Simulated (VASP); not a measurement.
Runs of VASP 6.6.1 on PIr (rocksalt type). The structure is that of space group Fm-3m (No. 225), or close to it. The cells are those of the table. 

| task | level | U | cell | cutoff (eV) | k mesh for the DOS | occupations for the DOS | gap on the mesh (eV) | pressure (GPa) |
| --- | --- | --- | --- | --- | --- | --- | --- | --- |
| relaxation of cell and atoms | LDA | - | relaxed from a = 3.350 Å, angles 60.0°, 2 atoms | 500 | - | - | none | 0.0 |
| single point | LDA | - | a = 3.431 Å, angles 60.0°, 2 atoms | 500 | - | - | none | (a) |
| single point | LDA | - | a = 3.185 Å, angles 60.0°, 2 atoms | 500 | - | - | none | 93.9 |
| single point | LDA | - | a = 2.894 Å, angles 60.0°, 2 atoms | 500 | - | - | none | 404.7 |
| single point | LDA | - | a = 3.047 Å, angles 60.0°, 2 atoms | 500 | - | - | none | (b) |
| single point | LDA+U | Ir d U = 1.0 eV | a = 3.313 Å, angles 60.0°, 2 atoms | 500 | - | - | none | 31.8 |

Alike in all rows: potentials or basis VASP PAW LDA potentials, release 64 (Ir, P); no spin polarisation; k mesh 14 × 14 × 14; smearing fermi-dirac 0.08 eV.

Problem. Fill in the values left out.

Solution. (a) 1.4; (b) 201.5.

Caveats: spin-orbit coupling is left out, which moves the levels of the heavy elements; U without spin polarisation on a metal has little footing (some runs); the U is typed as a test and isn't derived for this compound (some runs).

A k mesh can miss the band edges, and the runs leave out spin-orbit coupling on Ir.

A gap of «none» marks levels without a gap at the run's occupations.
